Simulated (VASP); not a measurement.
Set up this calculation in VASP 6.6.1, as the native input.

| Item | Value |
| --- | --- |
| Task | single point |
| Functional | LDA |
| Potentials or basis | VASP PAW LDA potentials, release 64 (Y_sv) |
| Cutoff | 520 eV |
| k mesh | 12 × 12 × 6 |
| Occupations | fermi-dirac, width 0.15 eV |
| Spin | no spin polarisation |
| Dipole correction | no |
| Further INCAR settings | ALGO = Normal; EDIFF = 1e-07; NBANDS = 18 |

The structure of Y lies in POSCAR:

```
Y
1.0
    3.5382605114      0.0000000028      0.0000000000
   -1.7691302581      3.0642234867      0.0000000000
    0.0000000000      0.0000000000      5.5493084255
Y
2
Direct
    0.3333333333      0.6666666667      0.2500000000
    0.6666666667      0.3333333333      0.7500000000
```

The input as run:

INCAR

```
SYSTEM = Y
PREC = Accurate
ENCUT = 520
EDIFF = 1E-7
ISMEAR = -1
SIGMA = 0.15
LREAL = .FALSE.
LASPH = .TRUE.
NELM = 60
ALGO = Normal
ISIF = 2
LWAVE = .FALSE.
LCHARG = .FALSE.
NBANDS = 18
```

KPOINTS

```
regular mesh
0
G
  12 12 6
  0 0 0
```

Potentials or basis: VASP PAW LDA potentials, release 64 (Y_sv).

Launch:

```console
$ cat potpaw_LDA.64/Y_sv/POTCAR > POTCAR
$ mpirun -np 1 vasp_std > vasp.out
```

Results of the run:

| Item | Value |
| --- | --- |
| Pressure | -0.1 GPa |
| Band gap on the k mesh | zero (bands 11 and 12 overlap by 1.66 eV) |

It took 2.1 min on 1 thread of Oxide Virtual Turin-like Processor, on a shared host, peak memory 0.18 GiB.
